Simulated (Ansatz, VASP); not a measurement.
**One calculation of NiO, two programs**

INCAR

```
SYSTEM = NiO
PREC = Accurate
ENCUT = 700
EDIFF = 1E-6
ISMEAR = -1
SIGMA = 0.05
LREAL = .False.
LASPH = .True.
NELM = 200
ALGO = Normal
ISIF = 2
LWAVE = .False.
LCHARG = .True.
ISPIN = 2
MAGMOM = 1 0
LORBIT = 11
LMAXMIX = 4
LDAU = .True.
LDAUTYPE = 2
LDAUL = 2 -1
LDAUU = 6 0
LDAUJ = 0 0
LDAUPRINT = 1
GGA = PS
LELF = .True.
LVHAR = .True.
NBANDS = 23
GGA_COMPAT = .False.
```

File KPOINTS:

```
Automatic mesh
0
Gamma
  11 11 11
  0 0 0
```

Contents of POSCAR:

```
NiO
1.0
    0.0000000000      2.0859016414      2.0859016414
    2.0859016414      0.0000000000      2.0859016414
    2.0859016414      2.0859016414      0.0000000000
Ni O
1 1
Direct
    0.0000000000      0.0000000000      0.0000000000
    0.5000000000      0.5000000000      0.5000000000
```

File input.yaml:

```yaml
crystal:
  lattice:
    - [0.0, 2.0859016414, 2.0859016414]
    - [2.0859016414, 0.0, 2.0859016414]
    - [2.0859016414, 2.0859016414, 0.0]
  atoms:
    - { symbol: Ni, position: [0.0, 0.0, 0.0], spin: 1.0 }
    - { symbol: O, position: [0.5, 0.5, 0.5] }
hamiltonian:
  xc: pbesol
  pseudopotentials: { kind: paw }
  hubbard: { sites: [{ species: Ni, l: d, u_eff: 6.0 }] }
magnetization:
  spin_polarized: true
kpoints:
  mp_grid: { grid: [11, 11, 11] }
  band_path:
    path:
      - [[0.0, 0.0, 0.0], [0.5, 0.0, 0.5], [0.5, 0.25, 0.75], [0.375, 0.375, 0.75], [0.0, 0.0, 0.0], [0.5, 0.5, 0.5], [0.625, 0.25, 0.625], [0.5, 0.25, 0.75], [0.5, 0.5, 0.5], [0.375, 0.375, 0.75]]
      - [[0.625, 0.25, 0.625], [0.5, 0.0, 0.5]]
    npoints: 14
scf:
  occupations: { method: fermi_dirac, width: 0.05 }
  n_extra_bands: 6
output:
  forces: true
  stress: true
  eigenvalues: true
  fatbands: false
  write_density: true
  write_potential: true
  elf: true
  volumetric_format: npy
```

Alike in both runs: functional PBEsol; k mesh 11 × 11 × 11; occupations fermi-dirac, width 0.05 eV; collinear spin; Hubbard terms Ni d U = 6.0 eV.

|  | VASP | Ansatz |
| --- | --- | --- |
| version | VASP 6.6.1 | Ansatz 0.2.0 |
| potentials or method | VASP PAW PBE potentials, release 64 (Ni_sv_GW, O) | Ansatz PAW |
| plane-wave cutoff (eV) | 700 | 420 |
| valence electrons in the cell | 24 | 24 |
| task | single point | band structure |

VASP gave:

* gap on the k mesh at the Fermi level (eV): 2.26
* least direct gap on the mesh (eV): 3.09
* pressure (GPa): 1.3
* net moment per atom (μB): 1.00
* size of the moment on the site where the two differ most (μB): 1.78

**Question.** Estimate Ansatz's values.

**Answer.** gap on the k mesh at the Fermi level (eV): 1.93; least direct gap on the mesh (eV): 2.63; pressure (GPa): 4.1; net moment per atom (μB): 1.00; size of the moment on the site where the two differ most (μB): 1.71.

VASP's potentials were made for PBE, not for PBEsol. Site moments also hang on the region over which each program counts them. The programs project onto different local orbitals, so the same U acts differently, and such runs can settle in different states.

Noted on Ansatz's run: the magnetic or orbital state may not be the lowest.
